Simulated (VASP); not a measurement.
**I: single point with PBEsol**

Crystal: I.

```
I
1.0
     3.58078   -2.45912   -0.04220
     3.58078    2.45912    0.04220
     0.00000    0.17213    9.82186
I
4
Direct
  0.81442 0.16075 0.11506
  0.66392 0.36091 0.60405
  0.16075 0.81442 0.88494
  0.36091 0.66392 0.39595
```

This cell differs from its parent crystal: strained and its atoms moved.

```yaml
Program: VASP 6.6.1
Task: single point
Functional: PBEsol
Potentials_or_basis: VASP PAW PBE potentials, release 64 (I)
Cutoff: 520 eV
k_mesh: 8 × 8 × 4
Occupations: gaussian, width 0.02 eV
Spin: no spin polarisation
Dipole_correction: no
Further_INCAR_settings: ALGO = Normal; EDIFF = 1e-06; NBANDS = 22
```

```json
{
  "Pressure": "1.0 GPa",
  "Largest force": "3.556 eV/Å",
  "Band gap on the k mesh": "0.65 eV (least direct gap 0.92 eV)"
}
```

Forces on the atoms (eV/Å):
```
I    0.037 -0.660 -0.374
I   -0.037 -1.897  3.007
I    0.037  0.660  0.374
I   -0.037  1.897 -3.007
```

Stress tensor (GPa, compression positive):
```
 0.61  0.00  0.00
 0.00  0.68 -5.26
 0.00 -5.26  1.71
```

Levels at points of the mesh, in eV from the valence-band top:
| k point | band 12 | band 13 | band 14 | band 15 | band 16 | band 17 |
| --- | --- | --- | --- | --- | --- | --- |
| (0.00, 0.00, 0.00) | -0.73 | -0.32 | -0.16 | 0.94 | 2.36 | 4.83 |
| (0.50, 0.00, 0.00) | -1.02 | -0.61 | -0.35 | 1.49 | 2.52 | 5.04 |
| (0.50, 0.50, 0.00) | -1.46 | -1.07 | -0.38 | 0.71 | 2.00 | 4.98 |
| (0.00, 0.00, 0.50) | -0.73 | -0.31 | -0.17 | 0.94 | 2.01 | 5.07 |
| (0.50, 0.00, 0.50) | -0.77 | -0.17 | 0.00 | 0.92 | 2.12 | 5.29 |
| (0.50, 0.50, 0.50) | -1.31 | -0.99 | -0.99 | 0.65 | 1.74 | 5.61 |

Run time: 7.1 min on 1 thread of Intel Xeon 8259CL, on a shared host, peak memory 0.41 GiB.

Caveat: the cell differs from its parent crystal (strained and its atoms moved); semilocal functionals underestimate gaps, and a narrow one can read as zero; this functional lacks dispersion, which holds the molecules together, so the pressure and a relaxed volume are unreliable; the PAW data sets were made with another functional, which shifts forces and pressure a little; spin-orbit coupling is left out, which moves the levels of the heavy elements. A k mesh can miss the band edges.
